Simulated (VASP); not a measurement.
# SnSe (Fm-3m) in VASP: further runs, part 2 of 2

VASP 6.6.1. Earlier steps stand in the parts before.

## Step 3: Single point, PBEsol

INCAR

```
SYSTEM = SnSe
ALGO = Normal
EDIFF = 1E-7
ENCUT = 520
GGA = PS
ISIF = 2
ISMEAR = -1
LASPH = .True.
LCHARG = .False.
LREAL = .False.
LWAVE = .False.
NBANDS = 17
NELM = 60
PREC = Accurate
SIGMA = 0.05
```

KPOINTS

```
k-points
0
Gamma
  8 8 8
  0 0 0
```

POSCAR

```
SnSe
1.0
    0.0000000000      2.9485541872      2.9485541872
    2.9485541872      0.0000000000      2.9485541872
    2.9485541872      2.9485541872      0.0000000000
Sn Se
1 1
Direct
    0.0000000000      0.0000000000      0.0000000000
    0.5000000000      0.5000000000      0.5000000000
```

Potentials or basis: VASP PAW PBE potentials, release 64 (Sn_d, Se).

Run with:

```sh
> cat potpaw_PBE.64/Sn_d/POTCAR potpaw_PBE.64/Se/POTCAR > POTCAR
> mpirun -np 1 vasp_std > vasp.out
```

OUTCAR:

```text
SYSTEM = SnSe
   EDIFF = 1E-7
   ENCUT = 520
   GGA = PS
   ISIF = 2
   ISMEAR = -1
   LASPH = .True.
   LREAL = .False.
   NELM = 60
   PREC = Accurate

 ion  position               nearest neighbor table
   1  0.000  0.000  0.000-   2 2.95   2 2.95   2 2.95   2 2.95   2 2.95   2 2.95
   2  0.500  0.500  0.500-   1 2.95   1 2.95   1 2.95   1 2.95   1 2.95   1 2.95

  LATTYP: Found a face centered cubic cell.
 ALAT       =     5.8971083744

  Lattice vectors:

 A1 = (   0.0000000000,   2.9485541872,   2.9485541872)
 A2 = (   2.9485541872,   0.0000000000,   2.9485541872)
 A3 = (   2.9485541872,   2.9485541872,   0.0000000000)

Analysis of symmetry for initial positions (statically):
=====================================================================
 Subroutine PRICEL returns:
 Original cell was already a primitive cell.

 Routine SETGRP: Setting up the symmetry group for a
 face centered cubic supercell.

 Subroutine GETGRP returns: Found 48 space group operations
[... 9 lines left out ...]

 Routine SETGRP: Setting up the symmetry group for a
 face centered cubic supercell.

 Subroutine GETGRP returns: Found 48 space group operations
[... 11 lines left out ...]
                                     Primitive cell

  volume of cell :      51.2693

  direct lattice vectors                    reciprocal lattice vectors
     0.000000000  2.948554187  2.948554187    -0.169574635  0.169574635  0.169574635
     2.948554187  0.000000000  2.948554187     0.169574635 -0.169574635  0.169574635
     2.948554187  2.948554187  0.000000000     0.169574635  0.169574635 -0.169574635

  length of vectors
     4.169885321  4.169885321  4.169885321     0.293711883  0.293711883  0.293711883

  position of ions in fractional coordinates (direct lattice)
     0.000000000  0.000000000  0.000000000
     0.500000000  0.500000000  0.500000000

  ion indices of the primitive-cell ions
   primitive index   ion index
                 1           1
                 2           2

----------------------------------------------------------------------------------------

 KPOINTS: k-points

[... 79 lines left out ...]
   NUPDOWN=      -1.0000    fix difference up-down
   EMIN   =  10.00;   EMAX   =-10.00  energy-range for DOS
   EFERMI =   0.00;   METHOD = LEGACY
   ISMEAR =    -1;   SIGMA  =   0.05  broadening in eV -4-tet -1-fermi 0-gaus
   EFERMI_NEDOS =   21; number of points for ismear=-14 and -15
   IALGO  =     38    algorithm
   IMIX   =      4    mixing-type and parameters
     AMIX     =   0.40;   BMIX     =  1.00
     AMIX_MAG =   1.60;   BMIX_MAG =  1.00
  volume/ion in A,a.u.               =      25.63       172.99
  Fermi-wavevector in a.u.,A,eV,Ry     =   1.196187  2.260466 19.468075  1.430863
  Thomas-Fermi vector in A             =   2.332134
   LORBIT       =      0    0 simple, 1 ext, 2 COOP (PROOUT), +10 PAW based schemes
   GGA     = PS    functional components
   LHFCALC =     F    Hartree Fock is set to
   AEXX    =    0.0000 exact exchange contribution
   IVDW    =     0    specifies the selected vdW correction
   LEPSILON=     F    determine dielectric tensor
   LRPA    =     F    only Hartree local field effects (RPA)
 non-spin polarized calculation
  energy-cutoff  :      520.00
  volume of cell :       51.27
 maximum number of plane-waves:      1411
   NGX = 15   NGY = 15   NGZ = 15

 number of electron      19.9999999 magnetization

 Free energy of the ion-electron system (eV)
  ---------------------------------------------------
  ext. energy  EPLUGINS =         0.00000000
  ---------------------------------------------------
  free energy    TOTEN  =        -8.97942363 eV

  energy without entropy =       -8.97938017  energy(sigma->0) =       -8.97940190

 E-fermi :   6.4220     XC(G=0): -10.0581

 val. band max:        6.0381022101   @ k =  -0.2500   0.1250   0.0000
 cond. band min:       6.8000888076   @ k =  -0.3750   0.1250   0.0000
 fundamental gap:      0.7619865976
 Fermi energy:         6.4220413404

 k-point     1 :       0.0000    0.0000    0.0000
  band No.  band energies     occupation
      1     -15.3340      2.00000
      2     -15.3340      2.00000
      3     -15.3317      2.00000
      4     -15.3317      2.00000
      5     -15.3317      2.00000
      6      -8.1690      2.00000
[... 457 lines left out ...]
      4     -15.3203      2.00000
      5     -15.3132      2.00000
      6      -6.9079      2.00000
[... 9 lines left out ...]
     16      17.0539      0.00000
     17      17.1285      0.00000

 [... further k-points ...]
[... 5 lines left out ...]
  --------------------------------------------------------------------------------------
  -------------------------------------------------------------------------------------
  Total        0.4717271      0.4717271      0.4717271     -0.0000000     -0.0000000      0.0000000
  in kB       14.7415800     14.7415800     14.7415800     -0.0000000     -0.0000000      0.0000000
  external PRESSURE =      14.7415800 kB  Pullay stress =       0.0000000 kB

 VOLUME and BASIS-vectors are now :
 -----------------------------------------------------------------------------
  energy-cutoff  :      520.00
  volume of cell :       51.27
      direct lattice vectors                 reciprocal lattice vectors
     0.000000000  2.948554187  2.948554187    -0.169574635  0.169574635  0.169574635
     2.948554187  0.000000000  2.948554187     0.169574635 -0.169574635  0.169574635
     2.948554187  2.948554187  0.000000000     0.169574635  0.169574635 -0.169574635

 POSITION                                       TOTAL-FORCE (eV/Angst)
 -----------------------------------------------------------------------------------
      0.00000      0.00000      0.00000         0.000000     -0.000000      0.000000
      2.94855      2.94855      2.94855        -0.000000      0.000000     -0.000000
 -----------------------------------------------------------------------------------
    total drift:                                0.000000     -0.000000     -0.000000

  FREE ENERGIE OF THE ION-ELECTRON SYSTEM (eV)
  ---------------------------------------------------
  free  energy   TOTEN  =        -8.9794236303 eV

  energy  without entropy=       -8.9793801694  energy(sigma->0) =       -8.97940190
```

OSZICAR:

```text
N       E                     dE             d eps       ncg     rms          rms(c)
DAV:   1     0.130316100249E+03    0.13032E+03   -0.99011E+03  1004   0.150E+03
DAV:   2     0.362087024626E+01   -0.12670E+03   -0.12251E+03  1027   0.352E+02
DAV:   3    -0.880712108534E+01   -0.12428E+02   -0.12330E+02  1278   0.943E+01
DAV:   4    -0.911433632990E+01   -0.30722E+00   -0.30687E+00  1158   0.154E+01
DAV:   5    -0.912272226247E+01   -0.83859E-02   -0.83854E-02  1420   0.249E+00    0.337E+00
DAV:   6    -0.898445646170E+01    0.13827E+00   -0.31576E-01  1429   0.387E+00    0.205E+00
DAV:   7    -0.897962195490E+01    0.48345E-02   -0.61846E-02  1227   0.127E+00    0.893E-01
DAV:   8    -0.897950417299E+01    0.11778E-03   -0.59457E-03  1254   0.688E-01    0.708E-02
DAV:   9    -0.897941313147E+01    0.91042E-04   -0.89635E-04  1425   0.252E-01    0.408E-02
DAV:  10    -0.897942225271E+01   -0.91212E-05   -0.86670E-05  1216   0.625E-02    0.787E-03
DAV:  11    -0.897942362291E+01   -0.13702E-05   -0.72678E-06  1365   0.217E-02    0.268E-03
DAV:  12    -0.897942363031E+01   -0.74015E-08   -0.33321E-07  1264   0.780E-03
   1 F= -.89794236E+01 E0= -.89794019E+01  d E =-.434609E-04
```

stdout:

```text
POSCAR found type information on POSCAR SnSe
 POSCAR found :  2 types and       2 ions
 scaLAPACK will be used
 -----------------------------------------------------------------------------
|                                                                             |
|                                                                             |
|     You enforced a specific xc type in the INCAR file but a different       |
|     I HOPE YOU KNOW WHAT YOU ARE DOING!                                     |
|                                                                             |
 -----------------------------------------------------------------------------

 LDA part: xc-table for (Slater+PW92), standard interpolation
 POSCAR, INCAR and KPOINTS ok, starting setup
 FFT: planning ... GRIDC
 FFT: planning ... GRID_SOFT
 FFT: planning ... GRID
 WAVECAR not read
 entering main loop
```

Wall time 13 s (1 thread of AMD EPYC 9R45 (Zen 5), shared host); peak memory 0.15 GiB.

Results:

```yaml
Free_energy: -8.9794 eV
Pressure: 1.5 GPa
Band_gap_on_the_k_mesh: 0.76 eV, indirect (least direct gap 0.92 eV)
```

Caveat: the PAW data sets were made with another functional, which shifts forces and pressure a little; spin-orbit coupling is left out, which moves the levels of the heavy elements. A k mesh can miss the band edges.

## Step 4: Single point, PBEsol

This run uses another cell than the first one, of 26.27 Å³/atom, 1.025 times its volume.

INCAR

```
SYSTEM = SnSe
PREC = Accurate ; ENCUT = 520
EDIFF = 1E-7 ; ISMEAR = -1
SIGMA = 0.05 ; LREAL = .False.
LASPH = .True. ; NELM = 100
ALGO = Normal ; ISIF = 2
LWAVE = .False. ; LCHARG = .False.
GGA = PS ; NBANDS = 17
```

KPOINTS

```
regular mesh
0
Gamma
  8 8 8
  0 0 0
```

POSCAR

```
SnSe
1.0
    0.0000000000      2.9727538161      2.9727538161
    2.9727538161      0.0000000000      2.9727538161
    2.9727538161      2.9727538161      0.0000000000
Sn Se
1 1
Direct
    0.0000000000      0.0000000000      0.0000000000
    0.5000000000      0.5000000000      0.5000000000
```

Run with:

```sh
> cat potpaw_PBE.64/Sn_d/POTCAR potpaw_PBE.64/Se/POTCAR > POTCAR
> mpirun -np 1 vasp_std > vasp.out
```

It took 13 s on 1 thread of AMD EPYC 9R45 (Zen 5), shared host; peak memory 0.16 GiB.

It converged, with:

```yaml
Free_energy: -8.9857 eV
Pressure: 0.0 GPa
Band_gap_on_the_k_mesh: 0.75 eV, indirect (least direct gap 0.82 eV)
```

Levels at points of the mesh, in eV from the valence-band top:
```tsv
k point	band 6	band 7	band 8	band 9	band 10	band 11	band 12	band 13	band 14	band 15
(0.00, 0.00, 0.00)	-14.03	-4.87	-2.18	-2.18	-2.18	4.54	4.54	4.54	5.87	5.87
(0.50, 0.00, 0.00)	-13.00	-8.17	-1.92	-1.92	0.00	0.82	1.30	1.30	8.34	10.31
(0.50, 0.50, 0.00)	-12.68	-5.94	-5.65	-3.71	-3.71	2.91	5.65	5.65	6.29	10.69
```

Caveat: the PAW data sets were made with another functional, which shifts forces and pressure a little; spin-orbit coupling is left out, which moves the levels of the heavy elements.
